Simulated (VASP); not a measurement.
## TaAgF3: single point with r2SCAN+U

Crystal: TaAgF3.

```
CELL_PARAMETERS angstrom
5.81001 0.00000 0.00000
-2.90500 5.03162 0.00000
0.00000 -3.35441 4.80512
ATOMIC_POSITIONS crystal
Ta 0.00000 0.00000 0.00000
Ta 0.50000 0.00000 0.50000
F 0.81080 0.51170 0.75300
F 0.24130 0.05210 0.75300
F 0.70090 0.94220 0.75300
F 0.74130 0.94220 0.25300
F 0.20090 0.51170 0.25300
F 0.31080 0.05210 0.25300
Ag 0.24920 0.49840 0.74760
Ag 0.74920 0.49840 0.24760
```

```json
{
  "Program": "VASP 6.6.1",
  "Task": "single point",
  "Functional": "r2SCAN",
  "Potentials or basis": "VASP PAW PBE potentials, release 64 (Ta_pv, F, Ag)",
  "Cutoff": "520 eV",
  "k mesh": "4 × 4 × 4",
  "Occupations": "fermi-dirac, width 0.1436 eV",
  "Spin": "no spin polarisation",
  "Hubbard terms": "Ta d U = 5.0 eV"
}
```

The pressure is 7.9 GPa. The largest force is 1.527 eV/Å and the band gap on the k mesh is zero (bands 43 and 44 overlap by 0.81 eV).

Forces in eV/Å, atoms in the order of the input:
```
Ta   0.000  0.000  1.527
Ta   0.000  0.000  1.527
F   -0.395 -0.463 -0.469
F    0.599 -0.111 -0.469
F   -0.203  0.574 -0.469
F    0.203  0.574 -0.469
F    0.395 -0.463 -0.469
F   -0.599 -0.111 -0.469
Ag   0.000  0.000 -0.121
Ag   0.000  0.000 -0.121
```

Stress tensor (GPa, compression positive):
```
8.58 0.00 0.00
0.00 8.58 0.00
0.00 0.00 6.70
```

Levels at points of the mesh, in eV from the Fermi level:
```
           k point  band 40  band 41  band 42  band 43  band 44  band 45  band 46  band 47
(0.00, 0.00, 0.00)    -4.43    -2.80    -0.54    -0.54    -0.54     0.61     1.09     1.09
(0.50, 0.00, 0.00)    -4.35    -0.46    -0.46     0.22     0.22     0.30     0.30     0.37
(0.00, 0.50, 0.00)    -4.32    -0.64    -0.22     0.04     0.25     0.28     0.51     0.51
(0.00, 0.00, 0.50)    -4.46    -0.54    -0.54     0.27     0.27     0.35     0.35     0.35
```

Eigenvalues of the final occupation matrices:
```tsv
site	spin	trace	eigenvalues
site 1 d	1	1.07	0.13 0.13 0.27 0.27 0.27
site 1 d	2	1.07	0.13 0.13 0.27 0.27 0.27
site 2 d	1	1.07	0.13 0.13 0.27 0.27 0.27
site 2 d	2	1.07	0.13 0.13 0.27 0.27 0.27
```

Wall time 11 min on 1 thread of Intel Xeon 8259CL (shared host), peak memory 0.41 GiB.

Caveat: the cell stands under pressure; the PAW data sets were made with another functional, which shifts forces and pressure a little; spin-orbit coupling is left out, which moves the levels of the heavy elements; U without spin polarisation on a metal has little footing.
